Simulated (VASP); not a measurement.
# CuO (base): relaxation of shape and atoms at fixed volume with PBE

CuO (base):

```xyz
4
Lattice="2.1273 -2.1330 0.1667 2.1273 2.1330 0.1667 -0.4078 0.0000 5.1998" Properties=species:S:1:pos:R:3 pbc="T T T"
Cu    1.0636    1.0665    0.0834
Cu    0.8597   -1.0665    2.6833
O     2.0253   -0.0001    1.4667
O     1.8214    0.0001    4.0666
```

This cell differs from its parent crystal: volume scaled by 1.06.

* Program: VASP 6.6.1
* Task: relaxation of shape and atoms at fixed volume
* Functional: PBE
* Potentials or basis: VASP PAW PBE potentials, release 64 (Cu, O)
* Cutoff: 600 eV
* k mesh: 14 × 14 × 8
* Occupations: gaussian, width 0.1 eV
* Spin: no spin polarisation
* Dipole correction: no
* Further INCAR settings: ALGO = Normal; EDIFF = 1e-07; IBRION = 2; EDIFFG = -0.01; NSW = 50; ISIF = 4

```yaml
Energy_gained_by_relaxing: 0.2 meV/atom
Ionic_steps: 3
Pressure_after_relaxing: -6.7 GPa
Band_gap_on_the_k_mesh: zero (band 17 reaches 4.72 eV, above the bottom of band 18 at 3.53 eV)
```

The path:
| step | energy change (eV) | largest force (eV/Å) | pressure (GPa) | volume (Å³) |
| --- | --- | --- | --- | --- |
| 1 | 0.0000 | 0.0000 | -6.92 | 47.48 |
| 2 | -0.0007 | 0.0001 | -6.77 | 47.48 |
| 3 | -0.0009 | 0.0001 | -6.66 | 47.48 |

Final structure:
```
Cu O
1.0
     2.13266   -2.13852    0.16716
     2.13266    2.13851    0.16716
    -0.40574    0.00000    5.17338
Cu O
2 2
Direct
  0.00000 0.50000 0.00000
  0.50000 0.00000 0.50000
  0.50001 0.49999 0.25000
  0.49999 0.50001 0.75000
```

Levels at points of the mesh, in eV from the Fermi level:
| k point | band 14 | band 15 | band 16 | band 17 | band 18 | band 19 | band 20 | band 21 |
| --- | --- | --- | --- | --- | --- | --- | --- | --- |
| (0.00, 0.00, 0.00) | -2.13 | -2.08 | -1.73 | 0.64 | 0.64 | 1.24 | 5.99 | 7.04 |
| (0.50, 0.00, 0.00) | -1.75 | -1.48 | -1.40 | 0.19 | 0.46 | 3.94 | 5.59 | 6.10 |
| (0.50, 0.50, 0.00) | -2.21 | -1.59 | -1.16 | -1.16 | 1.03 | 2.30 | 7.23 | 9.38 |
| (0.00, 0.00, 0.50) | -2.08 | -1.47 | -1.47 | 0.12 | 0.12 | 3.29 | 3.29 | 11.40 |
| (0.50, 0.00, 0.50) | -2.18 | -1.89 | -1.73 | -0.24 | 0.63 | 4.40 | 5.65 | 8.07 |
| (0.50, 0.50, 0.50) | -1.73 | -1.36 | -1.36 | -0.55 | -0.55 | 4.09 | 4.09 | 9.77 |

Wall time 8.5 min on 1 thread of AMD EPYC 9R45 96-Core Processor (Zen 5), with other jobs on the host, peak memory 0.51 GiB.

Caveat: the cell differs from its parent crystal (volume scaled by 1.06); semilocal functionals often make such compounds metallic where correlation or magnetic order opens a gap, which also shifts bond lengths.
